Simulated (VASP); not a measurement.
Set up this calculation in VASP 6.6.1, as the native input.

```yaml
Task: single point
Functional: PBE
Potentials_or_basis: VASP PAW PBE potentials, release 64 (Rh_pv)
Cutoff: 520 eV
k_mesh: 18 × 18 × 10
Occupations: gaussian, width 0.15 eV
Spin: no spin polarisation
Dipole_correction: no
Further_INCAR_settings: ALGO = Normal; EDIFF = 1e-06; NBANDS = 22
```

The structure of Rh lies in POSCAR:

```
Rh
1.0
    2.6159000000      0.0000000000      0.0000000000
   -1.3079500000      2.2654358537      0.0000000000
    0.0000000000      0.0000000000      4.3851186776
Rh
2
Direct
    0.6666666667      0.3333333333      0.7500000000
    0.3333333333      0.6666666667      0.2500000000
```

This isn't the form of Rh at room conditions, which is fcc.

One way to write it, as run:

INCAR

```
SYSTEM = Rh
  PREC = Accurate
  ENCUT = 520
  EDIFF = 1E-6
  ISMEAR = 0
  SIGMA = 0.15
  LREAL = .False.
  LASPH = .True.
  NELM = 60
  ALGO = Normal
  ISIF = 2
  LWAVE = .False.
  LCHARG = .True.
  GGA = PE
  LELF = .True.
  LVHAR = .True.
  NBANDS = 22
```

KPOINTS

```
Automatic mesh
0
Gamma
  18 18 10
  0 0 0
```

Potentials or basis: VASP PAW PBE potentials, release 64 (Rh_pv).

Command:

```console
$ cat potpaw_PBE.64/Rh_pv/POTCAR > POTCAR
$ mpirun -np 1 vasp_std > vasp.out
```

Results of the run:

* Pressure: 26.1 GPa
* Band gap on the k mesh: zero (bands 15 and 16 overlap by 2.80 eV)

Caveat: the cell stands under pressure.

It took 36 s on 1 thread of Intel(R) Xeon(R) 6975P-C (Granite Rapids), with other jobs on the host, peak memory 0.21 GiB.
